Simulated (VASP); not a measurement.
# Cu (Fm-3m) in VASP: notebook

Cu is run at these levels: r2SCAN; tasks: single point.

All numbers are computed with VASP 6.6.1; they aren't measurements. Logs are shortened: lines on timing, memory, paths and dates and some standing lists are left out, and cuts for length are marked.

### Step 1. The cell of the first run

Symmetry: Fm-3m, No. 225, cubic system. The conventional cell has a = 3.615 Å, b = 3.615 Å, c = 3.615 Å, α = 90.00°, β = 90.00°, γ = 90.00°. Cu (site symmetry m-3m) has 12 Cu at 2.56 Å within 3.4 Å.

### Step 2. Single point, r2SCAN

File POSCAR:

```
Cu
1.0
    0.0000000000      1.8075000000      1.8075000000
    1.8075000000      0.0000000000      1.8075000000
    1.8075000000      1.8075000000      0.0000000000
Cu
1
Direct
    0.0000000000      0.0000000000      0.0000000000
```

File INCAR.step1:

```
SYSTEM = Cu
PREC = Accurate
ENCUT = 660
ISMEAR = -1
SIGMA = 0.25
LREAL = .False.
LASPH = .True.
NELM = 120
NBANDS = 12
GGA = PE
ALGO = Normal
EDIFF = 1E-5
LWAVE = .True.
LCHARG = .False.
GGA_COMPAT = .False.
```

File INCAR.step2:

```
SYSTEM = Cu
PREC = Accurate
ENCUT = 660
EDIFF = 1E-6
ISMEAR = -1
SIGMA = 0.25
LREAL = .False.
LASPH = .True.
NELM = 120
ALGO = Normal
ISIF = 2
LWAVE = .False.
LCHARG = .False.
METAGGA = R2SCAN
LMIXTAU = .True.
NBANDS = 12
ISTART = 1
GGA_COMPAT = .False.
```

File KPOINTS:

```
regular mesh
0
Gamma
  10 10 10
  0 0 0
```

Potentials or basis: VASP PAW PBE potentials, release 64 (Cu).

Launch:

```sh
$ cat potpaw_PBE.64/Cu/POTCAR > POTCAR
$ cp INCAR.step1 INCAR
$ mpirun -np 1 vasp_std > vasp.out
$ cp INCAR.step2 INCAR
$ mpirun -np 1 vasp_std > vasp.out
```

OUTCAR:

```text
SYSTEM = Cu
   PREC = Accurate
   ENCUT = 660
   EDIFF = 1E-6
   ISMEAR = -1
   LREAL = .False.
   LASPH = .True.
   NELM = 120
   ISIF = 2
   METAGGA = R2SCAN
   ISTART = 1

 ion  position               nearest neighbor table
   1  0.000  0.000  0.000-

  LATTYP: Found a face centered cubic cell.
 ALAT       =     3.6150000000

  Lattice vectors:

 A1 = (   0.0000000000,   1.8075000000,   1.8075000000)
 A2 = (   1.8075000000,   0.0000000000,   1.8075000000)
 A3 = (   1.8075000000,   1.8075000000,   0.0000000000)

Analysis of symmetry for initial positions (statically):
=====================================================================
 Subroutine PRICEL returns:
 Original cell was already a primitive cell.

 Routine SETGRP: Setting up the symmetry group for a
 face centered cubic supercell.

 Subroutine GETGRP returns: Found 48 space group operations
 (whereof 48 operations were pure point group operations)
 out of a pool of 48 trial point group operations.

The static configuration has the point symmetry O_h .

Analysis of symmetry for dynamics (positions and initial velocities):
=====================================================================
 Subroutine PRICEL returns:
 Original cell was already a primitive cell.

 Routine SETGRP: Setting up the symmetry group for a
 face centered cubic supercell.

 Subroutine GETGRP returns: Found 48 space group operations
 (whereof 48 operations were pure point group operations)
 out of a pool of 48 trial point group operations.

The dynamic configuration has the point symmetry O_h .

 Subroutine INISYM returns: Found 48 space group operations
 (whereof 48 operations are pure point group operations),
 and found     1 'primitive' translations

----------------------------------------------------------------------------------------

                                     Primitive cell

  volume of cell :      11.8104

  direct lattice vectors                    reciprocal lattice vectors
     0.000000000  1.807500000  1.807500000    -0.276625173  0.276625173  0.276625173
     1.807500000  0.000000000  1.807500000     0.276625173 -0.276625173  0.276625173
     1.807500000  1.807500000  0.000000000     0.276625173  0.276625173 -0.276625173

  length of vectors
     2.556191014  2.556191014  2.556191014     0.479128854  0.479128854  0.479128854

  position of ions in fractional coordinates (direct lattice)
     0.000000000  0.000000000  0.000000000

  ion indices of the primitive-cell ions
   primitive index   ion index
                 1           1

----------------------------------------------------------------------------------------

 KPOINTS: regular mesh

Automatic generation of k-mesh.
 Grid dimensions read from file:
 generate k-points for:   10   10   10

 Generating k-lattice:

  Cartesian coordinates                     Fractional coordinates (reciprocal lattice)
    -0.027662517  0.027662517  0.027662517     0.100000000  0.000000000  0.000000000
     0.027662517 -0.027662517  0.027662517     0.000000000  0.100000000  0.000000000
     0.027662517  0.027662517 -0.027662517     0.000000000  0.000000000  0.100000000

  Length of vectors
     0.047912885  0.047912885  0.047912885

  Shift w.r.t. Gamma in fractional coordinates (k-lattice)
     0.000000000  0.000000000  0.000000000

 Subroutine IBZKPT returns following result:
 ===========================================

 Found     47 irreducible k-points:

 Following reciprocal coordinates:
            Coordinates               Weight
  0.000000  0.000000  0.000000      1.000000
  0.100000  0.000000  0.000000      8.000000
  0.200000  0.000000  0.000000      8.000000
  0.300000  0.000000  0.000000      8.000000
  0.400000  0.000000  0.000000      8.000000
  0.500000  0.000000  0.000000      4.000000
[... 16 lines left out ...]
  0.300000  0.300000  0.000000      6.000000
  0.400000  0.300000  0.000000     24.000000
 [... further k-points ...]
   k-points           NKPTS =     47   k-points in BZ     NKDIM =     47   number of bands    NBANDS=     12
   number of dos      NEDOS =    301   number of ions     NIONS =      1
   total plane-waves  NPLWV =  13824
   dimension x,y,z NGX =    24 NGY =   24 NGZ =   24
   dimension x,y,z NGXF=    48 NGYF=   48 NGZF=   48
   ions per type =               1
   NGX,Y,Z   is equivalent  to a cutoff of  15.61, 15.61, 15.61 a.u.
   NGXF,Y,Z  is equivalent  to a cutoff of  31.22, 31.22, 31.22 a.u.
 SYSTEM =  Cu
   PREC   = accura    normal or accurate (medium, high low for compatibility)
   ISTART =      1    job   : 0-new  1-cont  2-samecut
   ICHARG =      0    charge: 1-file 2-atom 10-const
   ISPIN  =      1    spin polarized calculation?
   LNONCOLLINEAR =      F non collinear calculations
   LSORBIT =      F    spin-orbit coupling
   LASPH  =      T    aspherical Exc in radial PAW
   ENCUT  =  660.0 eV  48.51 Ry    6.96 a.u.   5.35  5.35  5.35*2*pi/ulx,y,z
   NELM   =    120;   NELMIN=  2; NELMDL=  0     # of ELM steps
   EDIFF  = 0.1E-05   stopping-criterion for ELM
   LREAL  =      F    real-space projection
   EDIFFG = 0.1E-04   stopping-criterion for IOM
   NSW    =      0    number of steps for IOM
   IBRION =     -1    ionic relax: 0-MD 1-quasi-New 2-CG
   NFREE  =      0    steps in history (QN), initial steepest desc. (CG)
   ISIF   =      2    stress and relaxation
   ISYM   =      2    0-nonsym 1-usesym 2-fastsym
   POTIM  = 0.5000    time-step for ionic-motion
   TEBEG  =    0.0;   TEEND  =   0.0 temperature during run
   PSTRESS=    0.0 pullay stress
   NELECT =      11.0000    total number of electrons
   NUPDOWN=      -1.0000    fix difference up-down
   EMIN   =  10.00;   EMAX   =-10.00  energy-range for DOS
   EFERMI =   0.00;   METHOD = LEGACY
   ISMEAR =    -1;   SIGMA  =   0.25  broadening in eV -4-tet -1-fermi 0-gaus
   EFERMI_NEDOS =   21; number of points for ismear=-14 and -15
   IALGO  =     38    algorithm
   IMIX   =      4    mixing-type and parameters
     AMIX     =   0.40;   BMIX     =  1.00
     AMIX_MAG =   1.60;   BMIX_MAG =  1.00
  volume/ion in A,a.u.               =      11.81        79.70
  Fermi-wavevector in a.u.,A,eV,Ry     =   1.598763  3.021224 34.777078  2.556043
  Thomas-Fermi vector in A             =   2.696162
   LORBIT       =      0    0 simple, 1 ext, 2 COOP (PROOUT), +10 PAW based schemes
   METAGGA = R2SCAN    functional components
   LHFCALC =     F    Hartree Fock is set to
   AEXX    =    0.0000 exact exchange contribution
   IVDW    =     0    specifies the selected vdW correction
   LEPSILON=     F    determine dielectric tensor
   LRPA    =     F    only Hartree local field effects (RPA)
 non-spin polarized calculation
  energy-cutoff  :      660.00
  volume of cell :       11.81
 maximum number of plane-waves:       469
 NGX is ok and might be reduce to    24
   NGX = 11   NGY = 11   NGZ = 11

 number of electron      10.9999997 magnetization

 Free energy of the ion-electron system (eV)
  ---------------------------------------------------
  ext. energy  EPLUGINS =         0.00000000
  ---------------------------------------------------
  free energy    TOTEN  =       -10.84934946 eV

  energy without entropy =      -10.77807162  energy(sigma->0) =      -10.81371054

 E-fermi :   7.3729     XC(G=0): -13.7501

 val. band max:        7.2516729574   @ k =   0.5000   0.1000   0.0000
 cond. band min:       7.4889103444   @ k =   0.5000   0.3000   0.1000
 fundamental gap:      0.2372373870
 Fermi energy:         7.3729111316

 k-point     1 :       0.0000    0.0000    0.0000
  band No.  band energies     occupation
      1      -2.2745      2.00000
      2       4.2423      1.99999
      3       4.2423      1.99999
      4       4.2423      1.99999
      5       5.0561      1.99981
      6       5.0561      1.99981
      7      30.7806      0.00000
      8      33.8126      0.00000
      9      33.8126      0.00000
     10      33.8126      0.00000
     11      36.1916      0.00000
     12      36.1916      0.00000

 k-point     2 :       0.1000    0.0000    0.0000
  band No.  band energies     occupation
      1      -1.8980      2.00000
      2       4.1660      1.99999
      3       4.3074      1.99999
      4       4.3074      1.99999
      5       5.0331      1.99983
      6       5.0331      1.99983
      7      28.2711      0.00000
      8      31.6805      0.00000
      9      32.8280      0.00000
     10      32.8280      0.00000
     11      37.6803      0.00000
     12      37.6803      0.00000

 k-point     3 :       0.2000    0.0000    0.0000
  band No.  band energies     occupation
      1      -0.8161      2.00000
      2       4.0125      2.00000
      3       4.4018      1.99999
      4       4.4018      1.99999
      5       5.0579      1.99981
      6       5.0579      1.99981
      7      22.9566      0.00000
      8      31.1015      0.00000
      9      31.6662      0.00000
     10      31.6662      0.00000
     11      38.2022      0.00000
     12      38.2750      0.00000
[... 286 lines left out ...]
 k-point    23 :       0.3000    0.3000    0.0000
  band No.  band energies     occupation
      1       1.4923      2.00000
      2       3.2808      2.00000
      3       4.8100      1.99993
      4       5.1582      1.99972
      5       5.1582      1.99972
      6       5.4159      1.99920
      7      23.5371      0.00000
      8      23.9067      0.00000
      9      23.9067      0.00000
     10      26.4184      0.00000
     11      29.6361      0.00000
     12      48.0457      0.00000

 k-point    24 :       0.4000    0.3000    0.0000
  band No.  band energies     occupation
      1       2.2208      2.00000
      2       3.1389      2.00000
      3       4.7854      1.99994
      4       5.2073      1.99965
      5       5.6069      1.99829
      6       6.2878      1.97427
      7      20.0642      0.00000
      8      20.9075      0.00000
      9      23.0747      0.00000
     10      27.1036      0.00000
     11      31.1066      0.00000
     12      46.5164      0.00000

 [... further k-points ...]

------------------------ aborting loop because EDIFF is reached ----------------------------------------

  FORCE on cell =-STRESS in cart. coord.  units (eV):
  Direction    XX          YY          ZZ          XY          YZ          ZX
  --------------------------------------------------------------------------------------
  -------------------------------------------------------------------------------------
  Total       -0.2964593     -0.2964593     -0.2964593     -0.0000000      0.0000000      0.0000000
  in kB      -40.2170946    -40.2170946    -40.2170946     -0.0000000      0.0000000      0.0000000
  external PRESSURE =     -40.2170946 kB  Pullay stress =       0.0000000 kB

 VOLUME and BASIS-vectors are now :
 -----------------------------------------------------------------------------
  energy-cutoff  :      660.00
  volume of cell :       11.81
      direct lattice vectors                 reciprocal lattice vectors
     0.000000000  1.807500000  1.807500000    -0.276625173  0.276625173  0.276625173
     1.807500000  0.000000000  1.807500000     0.276625173 -0.276625173  0.276625173
     1.807500000  1.807500000  0.000000000     0.276625173  0.276625173 -0.276625173

 POSITION                                       TOTAL-FORCE (eV/Angst)
 -----------------------------------------------------------------------------------
      0.00000      0.00000      0.00000        -0.000000     -0.000000     -0.000000
 -----------------------------------------------------------------------------------
    total drift:                                0.000000     -0.000000     -0.000000

  FREE ENERGIE OF THE ION-ELECTRON SYSTEM (eV)
  ---------------------------------------------------
  free  energy   TOTEN  =       -10.8493494617 eV

  energy  without entropy=      -10.7780716247  energy(sigma->0) =      -10.81371054
```

Wall time 77 s (1 thread of AMD EPYC 7R43 (Zen 3), shared host); peak memory 0.11 GiB.

Results:

```
Free energy            : -10.8493 eV
Pressure               : -4.0 GPa
Band gap on the k mesh : zero (an odd number of electrons rules out a gap without spin polarisation)
```

Caveat: the cell stands under tension; the PAW data sets were made with another functional, which shifts forces and pressure a little.

### Step 3. Single point, r2SCAN

POSCAR is that of step 2.

File INCAR.step1:

```
ALGO     = Normal         # electronic algorithm
EDIFF    = 1E-5           # SCF threshold, eV
ENCUT    = 660            # plane-wave cutoff, eV
GGA      = PE             # functional
GGA_COMPAT= False        
ISMEAR   = -1             # smearing method
LASPH    = True           # aspherical terms in the spheres
LCHARG   = False          # write CHGCAR
LREAL    = False          # projectors in reciprocal space
LWAVE    = True           # write WAVECAR
NBANDS   = 12             # bands
NELM     = 120            # most SCF steps
PREC     = Accurate       # precision mode
SIGMA    = 0.15           # smearing width, eV
```

File INCAR.step2:

```
ALGO     = Normal         # electronic algorithm
EDIFF    = 1E-6           # SCF threshold, eV
ENCUT    = 660            # plane-wave cutoff, eV
GGA_COMPAT= False        
ISIF     = 2              # what is computed and relaxed
ISMEAR   = -1             # smearing method
ISTART   = 1            
LASPH    = True           # aspherical terms in the spheres
LCHARG   = False          # write CHGCAR
LMIXTAU  = True         
LREAL    = False          # projectors in reciprocal space
LWAVE    = False          # write WAVECAR
METAGGA  = R2SCAN         # meta-GGA
NBANDS   = 12             # bands
NELM     = 120            # most SCF steps
PREC     = Accurate       # precision mode
SIGMA    = 0.15           # smearing width, eV
```

File KPOINTS:

```
k-points
0
Gamma
  10 10 10
```

Potentials or basis: VASP PAW PBE potentials, release 64 (Cu).

Launch:

```sh
$ cat potpaw_PBE.64/Cu/POTCAR > POTCAR
$ cp INCAR.step1 INCAR
$ mpirun -np 1 vasp_std > vasp.out
$ cp INCAR.step2 INCAR
$ mpirun -np 1 vasp_std > vasp.out
```

Run time: 73 s. Hardware: 1 thread of AMD EPYC 7R43 (Zen 3), shared host; peak memory 0.11 GiB.

Results (log left out):

```
Free energy            : -10.8253 eV
Pressure               : -4.2 GPa
Band gap on the k mesh : zero (an odd number of electrons rules out a gap without spin polarisation)
```

Levels at points of the mesh, in eV from the Fermi level:
```
           k point  band 2  band 3  band 4  band 5  band 6  band 7  band 8  band 9  band 10  band 11
(0.00, 0.00, 0.00)   -3.08   -3.08   -3.08   -2.27   -2.27   23.45   26.48   26.48    26.48    28.86
(0.50, 0.00, 0.00)   -3.13   -3.13   -1.68   -1.68   -0.98    4.03   21.95   23.20    23.20    26.12
(0.50, 0.50, 0.00)   -4.53   -1.72   -1.53   -1.53    1.65    7.49   13.83   13.83    18.17    21.21
```

Caveat: the cell stands under tension; the PAW data sets were made with another functional, which shifts forces and pressure a little.

(Part 1 of 2 ends here.)
